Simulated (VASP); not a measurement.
K6NaMg8F24 (a cell with a defect): relaxation of the atoms with PBEsol

System: K6NaMg8F24 (a cell with a defect).

```
K Na Mg F
1.0
     7.98254    0.00000    0.00000
     0.00000    7.98254    0.00000
     0.00000    0.00000    7.98254
K Na Mg F
6 1 8 24
Cartesian
  7.9440 0.0128 7.9807
  7.9456 7.9466 3.9695
  0.0101 4.0202 7.9673
  4.0343 7.9770 7.9690
  3.9783 0.0025 3.9750
  4.0057 3.9517 0.0118
  3.9715 3.9627 3.9981
  2.0066 1.9571 1.9737
  1.9975 2.0052 6.0000
  2.0036 5.9844 1.9909
  1.9591 5.9911 5.9912
  6.0037 2.0014 1.9935
  5.9854 1.9974 6.0043
  5.9888 5.9981 2.0007
  5.9899 5.9692 5.9403
  2.0032 1.9773 0.0326
  2.0007 1.9918 3.9550
  1.9913 6.0051 0.0462
  1.9964 5.9870 3.9716
  5.9543 1.9714 7.9823
  5.9785 2.0391 3.9820
  5.9914 6.0243 7.9714
  6.0153 6.0283 3.9683
  7.9699 1.9843 2.0141
  0.0058 1.9923 5.9966
  0.0089 6.0019 2.0265
  0.0277 5.9503 5.9774
  4.0438 1.9934 2.0047
  3.9653 1.9593 5.9777
  3.9665 5.9742 1.9596
  3.9784 5.9841 5.9739
  1.9855 0.0446 1.9989
  2.0175 7.9591 5.9397
  1.9855 3.9283 1.9530
  2.0140 3.9738 5.9862
  5.9891 0.0232 1.9552
  5.9781 0.0306 5.9991
  5.9852 4.0101 2.0218
  6.0096 4.0139 5.9858
```

* Program: VASP 6.6.1
* Task: relaxation of the atoms
* Functional: PBEsol
* Potentials or basis: VASP PAW PBE potentials, release 64 (K_sv, Na_pv, Mg, F)
* Cutoff: 520 eV
* k mesh: 1 × 1 × 1, shifted
* Occupations: fermi-dirac, width 0.05 eV
* Spin: no spin polarisation
* Dipole correction: no
* Charge: 1
* Further INCAR settings: LREAL = Auto; ALGO = Normal; EDIFF = 1e-07; ISYM = -1; IBRION = 2; EDIFFG = -0.03; NSW = 100; NELECT = 244.0

- Energy gained by relaxing: 10.6 meV/atom
- Ionic steps: 12
- Largest force after relaxing: 0.020 eV/Å

Forces on the atoms (eV/Å):
```
K    0.001 -0.001 -0.002
K    0.001  0.002 -0.004
K    0.001 -0.002 -0.003
K    0.001  0.004  0.002
K    0.002 -0.003  0.000
K    0.000  0.003 -0.002
Na  -0.003  0.004 -0.001
Mg  -0.002 -0.005 -0.004
Mg   0.002  0.002  0.000
Mg   0.002  0.001 -0.002
Mg  -0.001  0.005  0.002
Mg  -0.001 -0.006 -0.004
Mg   0.001 -0.005 -0.002
Mg   0.000 -0.006 -0.002
Mg   0.000 -0.001  0.000
F   -0.011  0.012 -0.008
F    0.004  0.001  0.009
F   -0.008 -0.004  0.008
F   -0.003  0.006  0.009
F    0.007 -0.004  0.007
F    0.003 -0.006 -0.006
F    0.004 -0.007  0.006
F    0.001 -0.012 -0.001
F    0.007  0.002  0.002
F   -0.002 -0.002 -0.002
F   -0.001 -0.003  0.001
F   -0.005  0.002  0.005
F    0.001 -0.009 -0.007
F   -0.005 -0.002  0.004
F    0.000  0.001 -0.003
F    0.003  0.009  0.004
F   -0.011 -0.002  0.002
F   -0.006  0.012 -0.001
F    0.003  0.017  0.010
F   -0.005  0.000 -0.008
F    0.014  0.003  0.005
F    0.005  0.000 -0.004
F    0.001 -0.005 -0.001
F    0.002  0.001 -0.006
```

Step by step:
```tsv
step	energy change (eV)	largest force (eV/Å)	pressure (GPa)
1	0.0000	0.8539	-2.54
2	-0.2377	0.4066	-2.64
3	-0.3196	0.3234	-2.58
4	-0.3710	0.1504	-2.59
5	-0.3824	0.2308	-2.58
6	-0.4027	0.0854	-2.59
7	-0.4075	0.0750	-2.60
8	-0.4111	0.0471	-2.60
9	-0.4117	0.0527	-2.61
10	-0.4139	0.0327	-2.61
11	-0.4142	0.0321	-2.61
12	-0.4148	0.0196	-2.61
```

Final structure:
```cif
data_structure
_symmetry_space_group_name_H-M 'P 1'
_symmetry_Int_Tables_number 1
_cell_length_a 7.9825
_cell_length_b 7.9825
_cell_length_c 7.9825
_cell_angle_alpha 90.000
_cell_angle_beta 90.000
_cell_angle_gamma 90.000
_cell_volume 508.66
loop_
_atom_site_label
_atom_site_type_symbol
_atom_site_fract_x
_atom_site_fract_y
_atom_site_fract_z
_atom_site_occupancy
K1 K 0.00002 0.99989 0.99924 1
K2 K 0.99998 0.99962 0.49937 1
K3 K 0.00026 0.50012 0.99930 1
K4 K 0.50006 0.99962 0.99903 1
K5 K 0.49991 0.99966 0.49910 1
K6 K 0.50030 0.49970 0.99950 1
Na1 Na 0.49700 0.49583 0.50086 1
Mg1 Mg 0.24793 0.25298 0.25266 1
Mg2 Mg 0.24804 0.25256 0.74634 1
Mg3 Mg 0.24813 0.74629 0.25237 1
Mg4 Mg 0.24823 0.74593 0.74569 1
Mg5 Mg 0.75207 0.25388 0.25302 1
Mg6 Mg 0.75220 0.25350 0.74636 1
Mg7 Mg 0.75199 0.74710 0.25272 1
Mg8 Mg 0.75213 0.74677 0.74586 1
F1 F 0.25216 0.24844 0.99953 1
F2 F 0.26024 0.24816 0.49941 1
F3 F 0.25171 0.75003 0.99895 1
F4 F 0.26062 0.75078 0.49892 1
F5 F 0.74822 0.25069 0.99956 1
F6 F 0.73973 0.24799 0.49977 1
F7 F 0.74856 0.75047 0.99916 1
F8 F 0.74089 0.75446 0.49932 1
F9 F 0.99995 0.24395 0.24378 1
F10 F 0.00017 0.24428 0.75545 1
F11 F 0.00012 0.75604 0.24357 1
F12 F 0.00023 0.75538 0.75485 1
F13 F 0.50005 0.25252 0.25187 1
F14 F 0.50016 0.25131 0.74768 1
F15 F 0.50008 0.74845 0.25024 1
F16 F 0.50014 0.74800 0.74762 1
F17 F 0.25206 0.99974 0.25024 1
F18 F 0.25162 0.99922 0.74817 1
F19 F 0.25926 0.49949 0.24509 1
F20 F 0.26074 0.49923 0.75303 1
F21 F 0.74790 0.00050 0.24945 1
F22 F 0.74846 0.00021 0.74947 1
F23 F 0.74060 0.50057 0.24631 1
F24 F 0.74032 0.50014 0.75254 1
```

Levels at points of the mesh, in eV from the Fermi level:
```csv
k point,band 121,band 122,band 123,band 124,band 125,band 126
"(0.25, 0.25, 0.25)",-0.07,-0.07,-0.05,7.91,9.22,9.51
```

Run time: 20 min on 1 thread of Intel(R) Xeon(R) Platinum 8488C (Sapphire Rapids) (shared host), peak memory 0.59 GiB.

Caveat: the cell carries a net charge on a neutralising background, which shifts energy and pressure; the cell is charged against a uniform background, so pressure and absolute levels hang on convention; the PAW data sets were made with another functional, which shifts forces and pressure a little.
